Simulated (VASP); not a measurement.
Here is a VASP 6.6.1 calculation.

Contents of INCAR:

```
SYSTEM = Ru
PREC     = Accurate       ! precision mode
ENCUT    = 520            ! plane-wave cutoff, eV
EDIFF    = 1E-6           ! SCF threshold, eV
ISMEAR   = 0              ! smearing method
SIGMA    = 0.15           ! smearing width, eV
LREAL    = .FALSE.        ! projectors in reciprocal space
LASPH    = .TRUE.         ! aspherical terms in the spheres
NELM     = 100            ! most SCF steps
ALGO     = Fast           ! electronic algorithm
ISIF     = 2              ! what is computed and relaxed
LWAVE    = .FALSE.        ! write WAVECAR
LCHARG   = .FALSE.        ! write CHGCAR
GGA      = PE             ! functional
NBANDS   = 13             ! bands
```

Contents of KPOINTS:

```
Automatic mesh
0
G
  22 22 22
  0 0 0
```

File POSCAR:

```
Ru
1.0
    0.0000000000      1.8565278068      2.1665679505
    1.8565278068      0.0000000000      2.1665679505
    1.8565278068      1.8565278068      0.0000000000
Ru
1
Direct
    0.0000000000      0.0000000000      0.0000000000
```

Potentials or basis: VASP PAW PBE potentials, release 64 (Ru_pv).

The run is started by

```console
$ cat potpaw_PBE.64/Ru_pv/POTCAR > POTCAR
$ mpirun -np 1 vasp_std > vasp.out
```

Task: What does it give for the pressure?

Result: -16.2 GPa.

Task: Estimate the band gap on the k mesh.

Result: Zero (band 7 reaches 12.75 eV, above the bottom of band 8 at 9.70 eV).

Stress tensor (GPa, compression positive):
```
 -4.75   0.00   0.00
  0.00  -4.75   0.00
  0.00   0.00 -39.00
```
